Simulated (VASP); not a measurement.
## SnO2: single point with r2SCAN

The system is SnO2.

```
Sn O
1.0
     3.22780    0.00000    0.00000
    -1.61390    2.79535    0.00000
     0.00000    0.00000    5.48987
Sn O
1 2
Cartesian
  0.0000 0.0000 0.0000
  0.0000 1.8636 1.0117
  1.6139 0.9318 4.4782
```

```yaml
Program: VASP 6.6.1
Task: single point
Functional: r2SCAN
Potentials_or_basis: VASP PAW PBE potentials, release 64 (Sn_d, O)
Cutoff: 520 eV
k_mesh: 12 × 12 × 6
Occupations: gaussian, width 0.02 eV
Spin: no spin polarisation
Dipole_correction: no
Further_INCAR_settings: ALGO = Normal; EDIFF = 1e-06; NBANDS = 20
```

```
Pressure               : -4.8 GPa
Largest force          : 0.452 eV/Å
Band gap on the k mesh : 2.81 eV, indirect (least direct gap 3.14 eV)
```

Forces on the atoms (eV/Å):
```
Sn   0.000  0.000  0.000
O    0.000  0.000 -0.452
O    0.000  0.000  0.452
```

Stress tensor (GPa, compression positive):
```
-5.32  0.00  0.00
 0.00 -5.32  0.00
 0.00  0.00 -3.74
```

Levels at points of the mesh, in eV from the valence-band top:
```csv
k point,band 9,band 10,band 11,band 12,band 13,band 14,band 15,band 16,band 17,band 18
"(0.00, 0.00, 0.00)",-1.17,-1.17,-0.74,-0.74,-0.33,2.81,6.61,10.74,12.25,12.25
"(0.50, 0.00, 0.00)",-4.10,-2.90,-1.25,-0.36,-0.13,6.08,8.24,11.49,11.90,12.98
"(0.00, 0.00, 0.50)",-1.18,-1.18,-0.81,-0.73,-0.73,3.46,6.32,10.86,12.23,12.23
"(0.50, 0.00, 0.50)",-4.18,-2.88,-1.09,-0.38,-0.16,6.02,8.06,11.25,12.72,13.95
```

It took 110 s on 1 thread of Intel(R) Xeon(R) 6975P-C (Granite Rapids), with other jobs on the host, peak memory 0.23 GiB.

Caveat: the PAW data sets were made with another functional, which shifts forces and pressure a little; spin-orbit coupling is left out, which moves the levels of the heavy elements. r2SCAN opens gaps a little over a GGA but as a rule still falls short of measured ones.
